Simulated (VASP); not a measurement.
Input of a VASP 6.6.1 run:

INCAR

```
PREC = Accurate
ENCUT = 520
EDIFF = 1E-6
ISMEAR = 1
SIGMA = 0.1
LREAL = False
LASPH = True
NELM = 60
ALGO = Normal
ISIF = 2
LWAVE = False
LCHARG = False
GGA = CA
NBANDS = 13
```

KPOINTS

```
regular mesh
0
Gamma
  36 36 36
```

POSCAR

```
W
1.0
   -1.5675063760      1.5675063760      1.5675063760
    1.5675063760     -1.5675063760      1.5675063760
    1.5675063760      1.5675063760     -1.5675063760
W
1
Direct
    0.0000000000      0.0000000000      0.0000000000
```

Potentials or basis: VASP PAW LDA potentials, release 64 (W_sv).

Command:

```sh
$ cat potpaw_LDA.64/W_sv/POTCAR > POTCAR
$ mpirun -np 1 vasp_std > vasp.out
```

Task: What does it give for the band gap on the k mesh?

Result: Zero (bands 7 and 8 overlap by 6.66 eV).

Task: What does it give for the pressure?

Result: 2.0 GPa.

Caveat: spin-orbit coupling is left out, which moves the levels of the heavy elements.
